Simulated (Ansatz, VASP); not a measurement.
Two plane-wave programs on Pt

File POSCAR:

```
Pt
1.0
    1.4199310047     -2.5507036507      0.0000000000
    1.4199310047      2.5507036507      0.0000000000
    0.0000000000      0.0000000000      4.8568390331
Pt
2
Direct
    0.6641465054      0.3358534946      0.2500000000
    0.3358534946      0.6641465054      0.7500000000
```

File INCAR.step1:

```
SYSTEM = Pt
PREC = Accurate
ENCUT = 520
ISMEAR = 0
SIGMA = 0.1
LREAL = .FALSE.
LASPH = .TRUE.
NELM = 60
NBANDS = 17
GGA = PE
ALGO = Normal
EDIFF = 1E-4
LWAVE = .TRUE.
LCHARG = .FALSE.
```

The input INCAR.step2:

```
SYSTEM = Pt
PREC = Accurate
ENCUT = 520
EDIFF = 1E-6
ISMEAR = 0
SIGMA = 0.1
LREAL = .FALSE.
LASPH = .TRUE.
NELM = 60
ALGO = Normal
ISIF = 2
LWAVE = .FALSE.
LCHARG = .TRUE.
METAGGA = R2SCAN
LMIXTAU = .TRUE.
LELF = .TRUE.
LVHAR = .TRUE.
NBANDS = 17
ISTART = 1
```

KPOINTS

```
regular mesh
0
G
  8 8 4
  0 0 0
```

Input for Ansatz:

```yaml
crystal:
  lattice:
    - [1.4199310047, -2.5507036507, 0.0]
    - [1.4199310047, 2.5507036507, 0.0]
    - [0.0, 0.0, 4.8568390331]
  atoms:
    - { symbol: Pt, position: [0.6641465054, 0.3358534946, 0.25] }
    - { symbol: Pt, position: [0.3358534946, 0.6641465054, 0.75] }
basis:
  ecutwfc: 500
kpoints:
  mp_grid: { grid: [8, 8, 4] }
hamiltonian:
  xc: r2scan
scf:
  occupations: { method: gaussian, width: 0.1 }
output:
  forces: true
  stress: true
  eigenvalues: true
```

Alike in both runs: task single point; functional r2SCAN; k mesh 8 × 8 × 4; occupations gaussian, width 0.1 eV; no spin polarisation.

|  | VASP | Ansatz |
| --- | --- | --- |
| version | VASP 6.6.1 | Ansatz 0.2.0 |
| potentials or method | VASP PAW PBE potentials, release 64 (Pt), cutoff 520 eV | scalar-relativistic, plane waves, PAW |
| valence electrons in the cell | 20 | 36 |

|  | VASP | Ansatz | Ansatz less VASP |
| --- | --- | --- | --- |
| gap on the k mesh at the Fermi level (eV) | none | none | - |
| pressure (GPa) | -24.2 | -24.4 | -0.21 |
| traceless stress, the component that is largest in VASP (GPa) | -3.34 | -3.36 | -0.015 |
| rms of the force components (eV/Å) | 0.004 | 0.004 | -0.0004 |

VASP's potentials were made for PBE, not for r2SCAN. Atom by atom the forces differ by 0.000 eV/Å (rms over components). A gap of «none» marks a metal or a gap that the smearing closes. VASP's potentials hold 20 valence electrons a cell and Ansatz's 36, so a difference there can come from the potentials and not from the codes.

Neither program's run includes spin-orbit coupling.
